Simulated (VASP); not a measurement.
# LiSi16 (a cell with a defect) in VASP: a series of runs, part 2 of 2

VASP 6.6.1. Earlier steps stand in the parts before.

### 4 Single point, LDA

Input file INCAR:

```
SYSTEM = LiSi16
  ALGO = Normal
  EDIFF = 1E-6
  ENCUT = 520
  ISIF = 2
  ISMEAR = 0
  LASPH = .TRUE.
  LCHARG = .TRUE.
  LELF = .TRUE.
  LREAL = Auto
  LVHAR = .TRUE.
  LWAVE = .FALSE.
  NBANDS = 48
  NELECT = 66.0
  NELM = 100
  PREC = Accurate
  SIGMA = 0.02
```

Input file KPOINTS:

```
k-points
0
G
  2 2 2
  0 0 0
```

Input file POSCAR:

```
LiSi16
1.0
    0.0000000000      5.4300000000      5.4300000000
    5.4300000000      0.0000000000      5.4300000000
    5.4300000000      5.4300000000      0.0000000000
Si Li
16 1
Direct
    0.0033550645     -0.0055036832      0.0035403315
    0.1245986188      0.1284174033      0.1247883057
    0.0014810313      0.0089379374      0.4984629834
    0.1325392265      0.1302355433      0.6194489871
   -0.0075236648      0.5033805709     -0.0073313996
    0.1159071823      0.6268349908      0.1160970534
    0.0029413444      0.5143334254      0.4837691529
    0.1245089319      0.6352717311      0.6176743094
    0.4982733886      0.0089374770      0.0016706262
    0.6192632597      0.1302336096      0.1327262431
    0.5042558932      0.0157164825      0.5044426335
    0.6287323204      0.1393212707      0.6289221915
    0.4835780847      0.5143325967      0.0031289134
    0.6174819521      0.6352709024      0.1246985267
    0.4981840700      0.5120789134      0.4983735727
    0.6189267956      0.6439531308      0.6191140884
    0.8439846225      0.3549437385      0.8441765193
```

Potentials or basis: VASP PAW LDA potentials, release 64 (Si, Li_sv).

On the command line:

```sh
$ cat potpaw_LDA.64/Si/POTCAR potpaw_LDA.64/Li_sv/POTCAR > POTCAR
$ mpirun -np 1 vasp_std > vasp.out
```

OUTCAR:

```text
SYSTEM = LiSi16
   EDIFF = 1E-6
   ENCUT = 520
   ISIF = 2
   ISMEAR = 0
   LASPH = .TRUE.
   LREAL = Auto
   NELECT = 66.0
   NELM = 100
   PREC = Accurate

 ion  position               nearest neighbor table
   1  0.003  0.994  0.004-   6 2.31  17 2.32   2 2.36   4 2.41  10 2.41
   2  0.125  0.128  0.125-   3 2.34   9 2.34   5 2.35   1 2.36
   3  0.001  0.009  0.498-  12 2.34   4 2.34   8 2.34   2 2.34
   4  0.133  0.130  0.619-  11 2.33   3 2.34   1 2.41   7 2.41  17 2.49
   5  0.992  0.503  0.993-   6 2.32   2 2.35  14 2.35   8 2.35  17 2.79
   6  0.116  0.627  0.116-  13 2.31   7 2.31   1 2.31   5 2.32
   7  0.003  0.514  0.484-   6 2.31  17 2.32   8 2.36  16 2.41   4 2.41
   8  0.125  0.635  0.618-   3 2.34  15 2.34   5 2.35   7 2.36
   9  0.498  0.009  0.002-  12 2.34  10 2.34  14 2.34   2 2.34
  10  0.619  0.130  0.133-  11 2.33   9 2.34   1 2.41  13 2.41  17 2.49
  11  0.504  0.016  0.504-  10 2.33   4 2.33  16 2.33  12 2.34
  12  0.629  0.139  0.629-  11 2.34   9 2.34   3 2.34  15 2.34
  13  0.484  0.514  0.003-   6 2.31  17 2.32  14 2.36  16 2.41  10 2.41
  14  0.617  0.635  0.125-   9 2.34  15 2.34   5 2.35  13 2.36
  15  0.498  0.512  0.498-  12 2.34  16 2.34  14 2.34   8 2.34
[... 210 lines left out ...]
      2      -5.9680      2.00000
      3      -3.7144      2.00000
      4      -3.6603      2.00000
      5      -3.6599      2.00000
      6      -3.6259      2.00000
[... 277 lines left out ...]
     44      10.1614      0.00000
     45      10.1945      0.00000
 [bands above 45 left out]

------------------------ aborting loop because EDIFF is reached ----------------------------------------

  FORCE on cell =-STRESS in cart. coord.  units (eV):
  Direction    XX          YY          ZZ          XY          YZ          ZX
  --------------------------------------------------------------------------------------
  -------------------------------------------------------------------------------------
  Total       -8.0117265     -8.0365975     -8.0117265     -0.5587993     -0.5587992     -0.5717096
  in kB      -40.0873377    -40.2117814    -40.0873377     -2.7959986     -2.7959983     -2.8605964
  external PRESSURE =     -40.1288190 kB  Pullay stress =       0.0000000 kB

 VOLUME and BASIS-vectors are now :
 -----------------------------------------------------------------------------
  energy-cutoff  :      520.00
  volume of cell :      320.21
      direct lattice vectors                 reciprocal lattice vectors
     0.000000000  5.430000000  5.430000000    -0.092081031  0.092081031  0.092081031
     5.430000000  0.000000000  5.430000000     0.092081031 -0.092081031  0.092081031
     5.430000000  5.430000000  0.000000000     0.092081031  0.092081031 -0.092081031

 POSITION                                       TOTAL-FORCE (eV/Angst)
 -----------------------------------------------------------------------------------
      5.41934      0.03744      5.41833        -0.046873     -0.050525     -0.046873
      1.37491      1.35417      1.37388        -0.032389     -0.017262     -0.032389
      2.75519      2.71470      0.05658        -0.020186     -0.021269     -0.017744
      4.07079      4.08330      1.42687         0.009436     -0.037647     -0.037087
      8.12355     10.77934      8.12250        -0.033577     -0.033437     -0.033577
      4.03412      1.25978      4.03309        -0.011946     -0.014078     -0.011946
[... 9 lines left out ...]
      6.85846      6.72256      6.85744        -0.040949      0.017774     -0.040949
      6.51122      9.16671      6.51018         0.424046      0.426524      0.424046
 -----------------------------------------------------------------------------------
    total drift:                                0.006595     -0.000192     -0.008123

  FREE ENERGIE OF THE ION-ELECTRON SYSTEM (eV)
  ---------------------------------------------------
  free  energy   TOTEN  =      -102.1200268876 eV

  energy  without entropy=     -102.1200268876  energy(sigma->0) =     -102.12002689
```

Run time: 3.9 min. Hardware: 1 thread of Oxide Virtual Turin-like, shared host; peak memory 0.34 GiB.

What came out:

```
Free energy   : -102.1200 eV
Largest force : 0.736 eV/Å
```

Forces on the atoms (eV/Å):
```
Si  -0.047 -0.051 -0.047
Si  -0.032 -0.017 -0.032
Si  -0.020 -0.021 -0.018
Si   0.009 -0.038 -0.037
Si  -0.034 -0.033 -0.034
Si  -0.012 -0.014 -0.012
Si  -0.052 -0.048 -0.045
Si  -0.029 -0.031 -0.017
Si  -0.018 -0.021 -0.020
Si  -0.037 -0.038  0.009
Si  -0.012 -0.006 -0.012
Si  -0.021 -0.025 -0.021
Si  -0.045 -0.048 -0.052
Si  -0.017 -0.031 -0.029
Si  -0.019 -0.022 -0.019
Si  -0.041  0.018 -0.041
Li   0.424  0.427  0.424
```

Levels at points of the mesh, in eV from the Fermi level:
| k point | band 31 | band 32 | band 33 | band 34 | band 35 | band 36 |
| --- | --- | --- | --- | --- | --- | --- |
| (0.00, 0.00, 0.00) | -0.23 | -0.18 | -0.18 | 0.17 | 0.34 | 0.35 |
| (0.50, 0.00, 0.00) | -1.01 | -0.95 | -0.92 | 0.87 | 1.00 | 1.17 |
| (0.00, 0.50, 0.00) | -1.01 | -0.95 | -0.92 | 0.88 | 1.00 | 1.17 |
| (0.50, 0.50, 0.50) | -1.00 | -0.91 | -0.91 | 1.01 | 1.02 | 1.02 |
| (0.50, 0.50, 0.00) | -1.57 | -1.51 | -1.46 | 0.74 | 0.85 | 1.91 |
| (0.50, 0.00, 0.50) | -1.57 | -1.51 | -1.46 | 0.74 | 0.85 | 1.91 |

Caveat: the k points lie up to 0.50 Å⁻¹ apart; the cell carries a net charge on a neutralising background, which shifts energy and pressure; the cell is charged against a uniform background, so pressure and absolute levels hang on convention; the cutoff is under 1.25 times the usual one of these potentials, so pressure, stress and relaxed cells hold a basis-set (Pulay) error.
